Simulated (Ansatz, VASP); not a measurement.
One calculation of In, two programs

File INCAR:

```
SYSTEM = In
PREC = Accurate ; ENCUT = 520
EDIFF = 1E-6 ; ISMEAR = -1
SIGMA = 0.1 ; LREAL = .False.
LASPH = .True. ; NELM = 100
ALGO = Normal ; ISIF = 2
LWAVE = .False. ; LCHARG = .True.
GGA = RP ; LELF = .True.
LVHAR = .True. ; NBANDS = 26
```

The input KPOINTS:

```
regular mesh
0
Gamma
  8 8 11
  0 0 0
```

POSCAR

```
In
1.0
    5.6069431813      0.0000000000      0.0000000000
   -2.8034715907      4.8557552326      0.0000000000
    0.0000000000      0.0000000000      3.4835887111
In
3
Direct
    0.0000000000      0.0000000000      0.0000000000
    0.3333333333      0.6666666667      0.5000000000
    0.6666666667      0.3333333333      0.5000000000
```

Input for Ansatz:

```yaml
crystal:
  lattice:
    - [5.6069431813, 0.0, 0.0]
    - [-2.8034715907, 4.8557552326, 0.0]
    - [0.0, 0.0, 3.4835887111]
  atoms:
    - { symbol: In, position: [0.0, 0.0, 0.0] }
    - { symbol: In, position: [0.3333333333, 0.6666666667, 0.5] }
    - { symbol: In, position: [0.6666666667, 0.3333333333, 0.5] }
hamiltonian:
  xc: rpbe
  pseudopotentials:
    kind: paw
    azcp:
      In: "pseudopotentials/In.paw.azcp"
basis:
  ecutwfc: 420
  fft_grid_basis: typed
kpoints:
  mp_grid: { grid: [8, 8, 11], shift: [0, 0, 0] }
magnetization:
  spin_polarized: false
scf:
  occupations: { method: fermi_dirac, width: 0.1 }
  lower_state_search: "off"
output:
  stress: true
```

Alike in both runs: task single point; functional RPBE; k mesh 8 × 8 × 11; occupations fermi-dirac, width 0.1 eV; no spin polarisation.

```csv
,VASP,Ansatz
version,VASP 6.6.1,Ansatz 0.2.0
potentials or method,"VASP PAW PBE potentials, release 64 (In_d), cutoff 520 eV","plane waves (420 eV) with PAW, scalar-relativistic"
valence electrons in the cell,39,39
```

|  | VASP | Ansatz | Ansatz less VASP |
| --- | --- | --- | --- |
| pressure (GPa) | -1.7 | -1.7 | +0.02 |
| traceless stress, the component that is largest in VASP (GPa) | -0.16 | -0.16 | +0.001 |

VASP's potentials were made for PBE, not for RPBE.
